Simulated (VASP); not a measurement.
Wanted: the native input for a VASP 6.6.1 run.

```yaml
Task: single point
Functional: PBE
Potentials_or_basis: VASP PAW PBE potentials, release 64 (Cu)
Cutoff: 520 eV
k_mesh: 22 × 22 × 22
Occupations: gaussian, width 0.15 eV
Spin: no spin polarisation
Dipole_correction: no
Further_INCAR_settings: ALGO = Fast; EDIFF = 1e-06; NBANDS = 12
```

The structure of Cu lies in POSCAR:

```
Cu
1.0
   -1.4241500000      1.4241500000      1.3589500000
    1.4241500000     -1.4241500000      1.3589500000
    1.4241500000      1.4241500000     -1.3589500000
Cu
1
Direct
    0.0000000000      0.0000000000      0.0000000000
```

One way to write it, as run:

INCAR

```
ALGO = Fast
EDIFF = 1E-6
ENCUT = 520
GGA = PE
ISIF = 2
ISMEAR = 0
LASPH = T
LCHARG = F
LREAL = F
LWAVE = F
NBANDS = 12
NELM = 100
PREC = Accurate
SIGMA = 0.15
```

KPOINTS

```
k-points
0
Gamma
  22 22 22
```

Potentials or basis: VASP PAW PBE potentials, release 64 (Cu).

Command:

```console
$ cat potpaw_PBE.64/Cu/POTCAR > POTCAR
$ mpirun -np 1 vasp_std > vasp.out
```

Results of the run:

| Item | Value |
| --- | --- |
| Pressure | 15.7 GPa |

Run time: 42 s on 1 thread of Intel(R) Xeon(R) 6975P-C (Granite Rapids) (shared host), peak memory 0.21 GiB.
